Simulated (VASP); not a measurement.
Ga3Se: single point with PBEsol+D3(BJ)

Crystal: Ga3Se.

```
Ga Se
1.0
     4.46011    0.00000    0.00000
     0.00000    4.46011    0.00000
     0.00000    0.00000    3.79109
Ga Se
3 1
Direct
  0.00000 0.50000 0.50000
  0.50000 0.00000 0.50000
  0.50000 0.50000 0.00000
  0.00000 0.00000 0.00000
```

This cell differs from its parent crystal: ratio of the length along z to the lengths across it x 0.85, volume and fractional coordinates fixed.

```json
{"Program": "VASP 6.6.1", "Task": "single point", "Functional": "PBEsol", "Dispersion": "D3(BJ)", "Potentials or basis": "VASP PAW PBE potentials, release 64 (Ga_d, Se)", "Cutoff": "520 eV", "k mesh": "12 × 12 × 12", "Occupations": "gaussian, width 0.15 eV", "Spin": "no spin polarisation", "Dipole correction": "no", "Further INCAR settings": "ALGO = Normal; EDIFF = 1e-07; NBANDS = 30"}
```

- Pressure: -0.6 GPa
- Band gap on the k mesh: zero (an odd number of electrons rules out a gap without spin polarisation)
- Dispersion energy per atom: -0.324 eV

Stress tensor (GPa, compression positive):
```
-0.56  0.00  0.00
 0.00 -0.56  0.00
 0.00  0.00 -0.72
```

Levels at points of the mesh, in eV from the Fermi level:
```tsv
k point	band 20	band 21	band 22	band 23	band 24	band 25	band 26	band 27
(0.00, 0.00, 0.00)	-3.64	-3.13	-1.30	1.22	1.22	2.49	5.43	5.44
(0.50, 0.00, 0.00)	-2.51	-2.34	-1.33	0.36	0.89	1.67	4.30	4.79
(0.50, 0.50, 0.00)	-1.77	0.35	0.69	0.69	2.76	2.76	3.14	3.74
(0.00, 0.00, 0.50)	-3.17	-2.15	-1.62	-0.55	-0.55	0.25	3.82	3.82
(0.50, 0.00, 0.50)	-2.59	-1.41	-1.06	-0.86	0.99	1.21	1.37	1.67
(0.50, 0.50, 0.50)	-5.09	-5.09	-5.03	-3.98	3.73	3.73	6.00	8.18
```

Run time: 11 min on 1 thread of AMD EPYC 7R13 (shared host), peak memory 0.44 GiB.

Caveat: the PAW data sets were made with another functional, which shifts forces and pressure a little.
